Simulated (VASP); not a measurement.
# Sb (P6_3/mmc) in VASP: notebook, part 3 of 3

VASP 6.6.1. Earlier steps stand in the parts before.

### Step 5. Single point, PBE

This run uses another cell than the first one, of 26.20 Å³/atom, 1.010 times its volume.

Input file INCAR:

```
PREC = Accurate
ENCUT = 520
EDIFF = 1E-7
ISMEAR = -1
SIGMA = 0.05
LREAL = F
LASPH = T
NELM = 80
ALGO = Normal
ISIF = 2
LWAVE = F
LCHARG = F
GGA = PE
NBANDS = 12
```

Input file KPOINTS:

```
regular mesh
0
Gamma
  12 12 7
```

Input file POSCAR:

```
Sb
1.0
    3.3690001795      0.0000000000      0.0000000000
   -1.6845000898      2.9176397408      0.0000000000
    0.0000000000      0.0000000000      5.3300000000
Sb
2
Direct
    0.3333333333      0.6666666667      0.2500000000
    0.6666666667      0.3333333333      0.7500000000
```

Potentials or basis: VASP PAW PBE potentials, release 64 (Sb).

Run with:

```sh
$ cat potpaw_PBE.64/Sb/POTCAR > POTCAR
$ mpirun -np 1 vasp_std > vasp.out
```

OUTCAR:

```text
PREC = Accurate
   ENCUT = 520
   EDIFF = 1E-7
   ISMEAR = -1
   LREAL = F
   LASPH = T
   NELM = 80
   ISIF = 2
   GGA = PE

 ion  position               nearest neighbor table
   1  0.333  0.667  0.250-   2 3.30   2 3.30   2 3.30   2 3.30   2 3.30   2 3.30
   2  0.667  0.333  0.750-   1 3.30   1 3.30   1 3.30   1 3.30   1 3.30   1 3.30

  LATTYP: Found a hexagonal cell.
 ALAT       =     3.3690001795
 C/A-ratio  =     1.5820717471

  Lattice vectors:

 A1 = (   3.3690001795,   0.0000000000,   0.0000000000)
 A2 = (  -1.6845000898,   2.9176397408,   0.0000000000)
 A3 = (   0.0000000000,   0.0000000000,   5.3300000000)

Analysis of symmetry for initial positions (statically):
=====================================================================
 Subroutine PRICEL returns:
 Original cell was already a primitive cell.

 Routine SETGRP: Setting up the symmetry group for a
 hexagonal supercell.

 Subroutine GETGRP returns: Found 24 space group operations
 (whereof 12 operations were pure point group operations)
 out of a pool of 24 trial point group operations.

The static configuration has the point symmetry D_3d.
 The point group associated with its full space group is D_6h.

Analysis of symmetry for dynamics (positions and initial velocities):
=====================================================================
 Subroutine PRICEL returns:
 Original cell was already a primitive cell.

 Routine SETGRP: Setting up the symmetry group for a
 hexagonal supercell.

 Subroutine GETGRP returns: Found 24 space group operations
 (whereof 12 operations were pure point group operations)
 out of a pool of 24 trial point group operations.

The dynamic configuration has the point symmetry D_3d.
 The point group associated with its full space group is D_6h.

 Subroutine INISYM returns: Found 24 space group operations
 (whereof 12 operations are pure point group operations),
 and found     1 'primitive' translations

----------------------------------------------------------------------------------------

                                     Primitive cell

  volume of cell :      52.3914

  direct lattice vectors                    reciprocal lattice vectors
     3.369000179  0.000000000  0.000000000     0.296823968  0.171371398  0.000000000
    -1.684500090  2.917639741  0.000000000     0.000000000  0.342742795  0.000000000
     0.000000000  0.000000000  5.330000000     0.000000000  0.000000000  0.187617261

  length of vectors
     3.369000179  3.369000180  5.330000000     0.342742795  0.342742795  0.187617261

  position of ions in fractional coordinates (direct lattice)
     0.333333333  0.666666667  0.250000000
     0.666666667  0.333333333  0.750000000

  ion indices of the primitive-cell ions
   primitive index   ion index
                 1           1
                 2           2

----------------------------------------------------------------------------------------

 KPOINTS: regular mesh

Automatic generation of k-mesh.
 Grid dimensions read from file:
 generate k-points for:   12   12    7

 Generating k-lattice:

  Cartesian coordinates                     Fractional coordinates (reciprocal lattice)
[... 41 lines left out ...]
 [... further k-points ...]
   k-points           NKPTS =     76   k-points in BZ     NKDIM =     76   number of bands    NBANDS=     12
   number of dos      NEDOS =    301   number of ions     NIONS =      2
   total plane-waves  NPLWV =  31360
   dimension x,y,z NGX =    28 NGY =   28 NGZ =   40
   dimension x,y,z NGXF=    56 NGYF=   56 NGZF=   80
   ions per type =               2
   NGX,Y,Z   is equivalent  to a cutoff of  13.82, 13.82, 12.48 a.u.
   NGXF,Y,Z  is equivalent  to a cutoff of  27.63, 27.63, 24.95 a.u.
 SYSTEM =  unknown system
   PREC   = accura    normal or accurate (medium, high low for compatibility)
   ISTART =      0    job   : 0-new  1-cont  2-samecut
   ICHARG =      2    charge: 1-file 2-atom 10-const
   ISPIN  =      1    spin polarized calculation?
   LNONCOLLINEAR =      F non collinear calculations
   LSORBIT =      F    spin-orbit coupling
   LASPH  =      T    aspherical Exc in radial PAW
   ENCUT  =  520.0 eV  38.22 Ry    6.18 a.u.   6.26  6.26  9.91*2*pi/ulx,y,z
   NELM   =     80;   NELMIN=  2; NELMDL= -5     # of ELM steps
   EDIFF  = 0.1E-06   stopping-criterion for ELM
   LREAL  =      F    real-space projection
   EDIFFG = 0.1E-05   stopping-criterion for IOM
   NSW    =      0    number of steps for IOM
   IBRION =     -1    ionic relax: 0-MD 1-quasi-New 2-CG
   NFREE  =      0    steps in history (QN), initial steepest desc. (CG)
   ISIF   =      2    stress and relaxation
   ISYM   =      2    0-nonsym 1-usesym 2-fastsym
   POTIM  = 0.5000    time-step for ionic-motion
   TEBEG  =    0.0;   TEEND  =   0.0 temperature during run
   PSTRESS=    0.0 pullay stress
   NELECT =      10.0000    total number of electrons
   NUPDOWN=      -1.0000    fix difference up-down
   EMIN   =  10.00;   EMAX   =-10.00  energy-range for DOS
   EFERMI =   0.00;   METHOD = LEGACY
   ISMEAR =    -1;   SIGMA  =   0.05  broadening in eV -4-tet -1-fermi 0-gaus
   EFERMI_NEDOS =   21; number of points for ismear=-14 and -15
   IALGO  =     38    algorithm
   IMIX   =      4    mixing-type and parameters
     AMIX     =   0.40;   BMIX     =  1.00
     AMIX_MAG =   1.60;   BMIX_MAG =  1.00
  volume/ion in A,a.u.               =      26.20       176.78
  Fermi-wavevector in a.u.,A,eV,Ry     =   0.942587  1.781231 12.088376  0.888471
  Thomas-Fermi vector in A             =   2.070211
   LORBIT       =      0    0 simple, 1 ext, 2 COOP (PROOUT), +10 PAW based schemes
   GGA     = PE    functional components
   LHFCALC =     F    Hartree Fock is set to
   AEXX    =    0.0000 exact exchange contribution
   IVDW    =     0    specifies the selected vdW correction
   LEPSILON=     F    determine dielectric tensor
   LRPA    =     F    only Hartree local field effects (RPA)
 non-spin polarized calculation
  energy-cutoff  :      520.00
  volume of cell :       52.39
 maximum number of plane-waves:      1428
 NGX is ok and might be reduce to    28
   NGX = 13   NGY = 13   NGZ = 19

 number of electron      10.0000000 magnetization

 Free energy of the ion-electron system (eV)
  ---------------------------------------------------
  ext. energy  EPLUGINS =         0.00000000
  ---------------------------------------------------
  free energy    TOTEN  =        -7.70903127 eV

  energy without entropy =       -7.69856748  energy(sigma->0) =       -7.70379938

 E-fermi :   8.9212     XC(G=0): -10.3516

 val. band max:        8.9098672631   @ k =   0.1667   0.0000   0.0000
 cond. band min:       8.9332742940   @ k =   0.3333   0.2500   0.0000
 fundamental gap:      0.0234070308
 Fermi energy:         8.9212119840

 k-point     1 :       0.0000    0.0000    0.0000
  band No.  band energies     occupation
      1      -4.2588      2.00000
      2      -0.0299      2.00000
      3       2.9513      2.00000
      4      12.2290      0.00000
      5      12.2290      0.00000
      6      14.0297      0.00000
      7      14.0297      0.00000
      8      14.9663      0.00000
      9      16.3032      0.00000
     10      17.7127      0.00000
     11      18.7920      0.00000
     12      18.7920      0.00000
[... 331 lines left out ...]
 k-point    24 :       0.3333    0.0000    0.1429
  band No.  band energies     occupation
      1      -2.2423      2.00000
      2       0.9154      2.00000
      3       4.6756      2.00000
      4       6.0741      2.00000
      5       7.9093      2.00000
      6       9.6455      0.00000
      7      11.4515      0.00000
      8      12.8032      0.00000
      9      13.8376      0.00000
     10      16.1312      0.00000
     11      17.9191      0.00000
     12      18.7347      0.00000

 [... further k-points ...]

------------------------ aborting loop because EDIFF is reached ----------------------------------------

  FORCE on cell =-STRESS in cart. coord.  units (eV):
  Direction    XX          YY          ZZ          XY          YZ          ZX
  --------------------------------------------------------------------------------------
  -------------------------------------------------------------------------------------
  Total        1.0675476      1.0675476      0.6974515     -0.0000000      0.0000000      0.0000000
  in kB       32.6465962     32.6465962     21.3287139     -0.0000000      0.0000000      0.0000000
  external PRESSURE =      28.8739688 kB  Pullay stress =       0.0000000 kB

 VOLUME and BASIS-vectors are now :
 -----------------------------------------------------------------------------
  energy-cutoff  :      520.00
  volume of cell :       52.39
      direct lattice vectors                 reciprocal lattice vectors
     3.369000179  0.000000000  0.000000000     0.296823968  0.171371398  0.000000000
    -1.684500090  2.917639741  0.000000000     0.000000000  0.342742795  0.000000000
     0.000000000  0.000000000  5.330000000     0.000000000  0.000000000  0.187617261

 POSITION                                       TOTAL-FORCE (eV/Angst)
 -----------------------------------------------------------------------------------
     -0.00000      1.94509      1.33250        -0.000000      0.000000      0.000000
      1.68450      0.97255      3.99750         0.000000     -0.000000      0.000000
 -----------------------------------------------------------------------------------
    total drift:                               -0.000000      0.000000      0.000000

  FREE ENERGIE OF THE ION-ELECTRON SYSTEM (eV)
  ---------------------------------------------------
  free  energy   TOTEN  =        -7.7090312730 eV

  energy  without entropy=       -7.6985674843  energy(sigma->0) =       -7.70379938
```

OSZICAR:

```text
N       E                     dE             d eps       ncg     rms          rms(c)
DAV:   1     0.351973605934E+02    0.35197E+02   -0.36293E+03  1824   0.668E+02
DAV:   2    -0.589072943965E+01   -0.41088E+02   -0.39803E+02  2500   0.109E+02
DAV:   3    -0.770343315559E+01   -0.18127E+01   -0.17813E+01  2296   0.253E+01
DAV:   4    -0.771729654013E+01   -0.13863E-01   -0.13859E-01  2060   0.271E+00
DAV:   5    -0.771743635034E+01   -0.13981E-03   -0.13981E-03  2216   0.300E-01    0.254E+00
DAV:   6    -0.771193481033E+01    0.55015E-02   -0.30371E-03  2020   0.292E-01    0.145E+00
DAV:   7    -0.770900155773E+01    0.29333E-02   -0.61310E-03  1960   0.416E-01    0.464E-02
DAV:   8    -0.770903085262E+01   -0.29295E-04   -0.11202E-04  2212   0.748E-02    0.147E-02
DAV:   9    -0.770903241390E+01   -0.15613E-05   -0.30623E-06  2076   0.127E-02    0.309E-03
DAV:  10    -0.770903178276E+01    0.63114E-06   -0.19044E-07  2080   0.279E-03    0.248E-03
DAV:  11    -0.770903120289E+01    0.57987E-06   -0.84542E-09  1148   0.691E-04    0.252E-04
DAV:  12    -0.770903127304E+01   -0.70152E-07   -0.92124E-10  1008   0.229E-04
   1 F= -.77090313E+01 E0= -.77037994E+01  d E =-.104638E-01
```

stdout:

```text
POSCAR found type information on POSCAR Sb
 POSCAR found :  1 types and       2 ions
 scaLAPACK will be used
 LDA part: xc-table for (Slater+PW92), standard interpolation
 POSCAR, INCAR and KPOINTS ok, starting setup
 FFT: planning ... GRIDC
 FFT: planning ... GRID_SOFT
 FFT: planning ... GRID
 WAVECAR not read
 entering main loop
```

Wall time 54 s (1 thread of Intel Xeon 6975P-C, shared host); peak memory 0.2 GiB.

Results:

| Item | Value |
| --- | --- |
| Free energy | -7.7090 eV |
| Pressure | 2.9 GPa |
| Band gap on the k mesh | zero (band 5 reaches 12.92 eV, above the bottom of band 6 at 5.95 eV) |

Levels at points of the mesh, in eV from the Fermi level:
| k point | band 3 | band 4 | band 5 | band 6 | band 7 | band 8 |
| --- | --- | --- | --- | --- | --- | --- |
| (0.00, 0.00, 0.00) | -5.97 | 3.31 | 3.31 | 5.11 | 5.11 | 6.05 |
| (0.50, 0.00, 0.00) | -4.26 | -2.92 | -2.42 | -0.22 | 0.10 | 3.77 |

Caveat: spin-orbit coupling is left out, which moves the levels of the heavy elements.

### Step 6. Single point, PBE (volume scaled by 1.02)

Input file INCAR:

```
PREC = Accurate ; ENCUT = 520
EDIFF = 1E-7 ; ISMEAR = -1
SIGMA = 0.05 ; LREAL = F
LASPH = T ; NELM = 80
ALGO = Normal ; ISIF = 2
LWAVE = F ; LCHARG = F
GGA = PE ; NBANDS = 12
```

Input file KPOINTS:

```
Automatic mesh
0
Gamma
  12 12 7
```

Input file POSCAR:

```
Sb
1.0
    3.3913120892      0.0000000000      0.0000000000
   -1.6956560446      2.9369624214      0.0000000000
    0.0000000000      0.0000000000      5.3652990420
Sb
2
Direct
    0.3333333333      0.6666666667      0.2500000000
    0.6666666667      0.3333333333      0.7500000000
```

Potentials or basis: VASP PAW PBE potentials, release 64 (Sb).

Run with:

```sh
$ cat potpaw_PBE.64/Sb/POTCAR > POTCAR
$ mpirun -np 1 vasp_std > vasp.out
```

Run time: 56 s. Hardware: 1 thread of Intel Xeon 6975P-C, shared host; peak memory 0.2 GiB.

Results (log left out):

- Free energy: -7.7233 eV
- Pressure: 1.5 GPa
- Band gap on the k mesh: zero (band 5 reaches 12.55 eV, above the bottom of band 6 at 5.77 eV)

Stress tensor (GPa, compression positive):
```
1.85 0.00 0.00
0.00 1.85 0.00
0.00 0.00 0.76
```

Levels at points of the mesh, in eV from the Fermi level:
```
           k point  band 2  band 3  band 4  band 5  band 6  band 7  band 8  band 9
(0.00, 0.00, 0.00)   -8.91   -5.84    3.22    3.22    4.98    4.98    5.87    7.29
(0.50, 0.00, 0.00)   -8.18   -4.22   -2.87   -2.37   -0.19    0.10    3.67    4.21
```

Caveat: the cell differs from its parent crystal (volume scaled by 1.02); spin-orbit coupling is left out, which moves the levels of the heavy elements.

### Step 7. Overview

```tsv
cell	gap on the mesh (eV)	pressure (GPa)
a = 3.358, b = 3.358, c = 5.312 Å, angles 90.0, 90.0, 120.0°, 2 atoms	none	3.6
a = 3.346, b = 3.346, c = 5.294 Å, angles 90.0, 90.0, 120.0°, 2 atoms	none	4.4
a = 3.380, b = 3.380, c = 5.348 Å, angles 90.0, 90.0, 120.0°, 2 atoms	none	2.2
a = 3.369, b = 3.369, c = 5.330 Å, angles 90.0, 90.0, 120.0°, 2 atoms	none	2.9
a = 3.391, b = 3.391, c = 5.365 Å, angles 90.0, 90.0, 120.0°, 2 atoms	none	1.5
```

Alike in all rows: task single point; level PBE; potentials or basis VASP PAW PBE potentials, release 64 (Sb); no spin polarisation; k mesh 12 × 12 × 7; cutoff (eV) 520; smearing fermi-dirac 0.05 eV.

Caveats: spin-orbit coupling is left out, which moves the levels of the heavy elements.

Total energies depend on the potentials used, so only differences within one code and one set of settings carry meaning.
